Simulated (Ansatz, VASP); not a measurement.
# One calculation of Si53W, two programs

```xyz
54
Lattice="0.0000 8.1407 8.1407 8.1407 0.0000 8.1407 8.1407 8.1407 0.0000" Properties=species:S:1:pos:R:3 pbc="T T T"
W     4.0707    4.0703    4.0704
Si    6.7918    6.7916    4.0951
Si    9.4887    9.4883    4.0947
Si    6.7924    4.0928    6.7935
Si    9.4984    6.7827    6.7844
Si   12.1882    9.4892    6.7929
Si    9.4886    4.0929    9.4902
Si   12.1876    6.7924    9.4900
Si   14.9238    9.4969    9.4993
Si    4.0932    6.7921    6.7936
Si    6.7832    9.4981    6.7844
Si    9.4893   12.1880    6.7932
Si    6.7840    6.7839    9.4981
Si    9.4974    9.4974    9.4985
Si   12.2112   12.2108    9.5011
Si    9.4894    6.7914   12.1893
Si   12.2103    9.5002   12.2121
Si   14.9216   12.2113   12.2118
Si    4.0930    9.4888    9.4905
Si    6.7919   12.1876    9.4905
Si    9.4970   14.9236    9.4996
Si    6.7924    9.4884   12.1894
Si    9.5004   12.2101   12.2120
Si   12.2117   14.9213   12.2117
Si    9.4968    9.4960   14.9269
Si   12.2108   12.2105   14.9229
Si   14.9247   14.9241   14.9265
Si    2.6674    2.6676    2.6693
Si    5.4726    5.4733    2.6681
Si    8.1400    8.1399    2.7222
Si    5.4728    2.6682    5.4733
Si    8.1479    5.4250    5.4268
Si   10.8560    8.1332    5.4265
Si    8.1401    2.7196    8.1423
Si   10.8558    5.4249    8.1351
Si   13.5607    8.1409    8.1415
Si    2.6688    5.4718    5.4739
Si    5.4253    8.1476    5.4270
Si    8.1337   10.8558    5.4265
Si    5.4260    5.4257    8.1485
Si    8.1410    8.1407    8.1405
Si   10.8555   10.8553    8.1485
Si    8.1335    5.4262   10.8563
Si   10.8549    8.1475   10.8566
Si   13.5670   10.8546   10.8559
Si    2.7202    8.1398    8.1429
Si    5.4253   10.8553    8.1352
Si    8.1407   13.5603    8.1422
Si    5.4264    8.1334   10.8564
Si    8.1475   10.8548   10.8567
Si   10.8549   13.5667   10.8560
Si    8.1408    8.1396   13.5620
Si   10.8537   10.8534   13.5695
Si   13.5677   13.5674   13.5688
```

Alike in both runs: task single point; functional PBE; k mesh 1 × 1 × 1; occupations gaussian, width 0.05 eV; collinear spin.

```csv
,VASP,Ansatz
version,VASP 6.6.1,Ansatz 0.2.0
potentials or method,"VASP PAW PBE potentials, release 64 (W_sv, Si), cutoff 520 eV","scalar-relativistic, plane waves, PAW"
valence electrons in the cell,226,226
```

Ansatz gave:

| Item | Value |
| --- | --- |
| gap on the k mesh at the Fermi level (eV) | 0.37 |
| rms of the force components (eV/Å) | 0.002 |
| net moment per atom (μB) | 0.04 |
| size of the moment on the site where the two differ most (μB) | 0.83 |

**Question.** Which values does VASP return?

**Answer.** gap on the k mesh at the Fermi level (eV): 0.37; rms of the force components (eV/Å): 0.004; net moment per atom (μB): 0.04; size of the moment on the site where the two differ most (μB): 1.10.

Site moments also hang on the region over which each program counts them. Atom by atom the forces differ by 0.002 eV/Å (rms over components). Ansatz's warnings: stability check not made.

Neither program's run includes spin-orbit coupling.
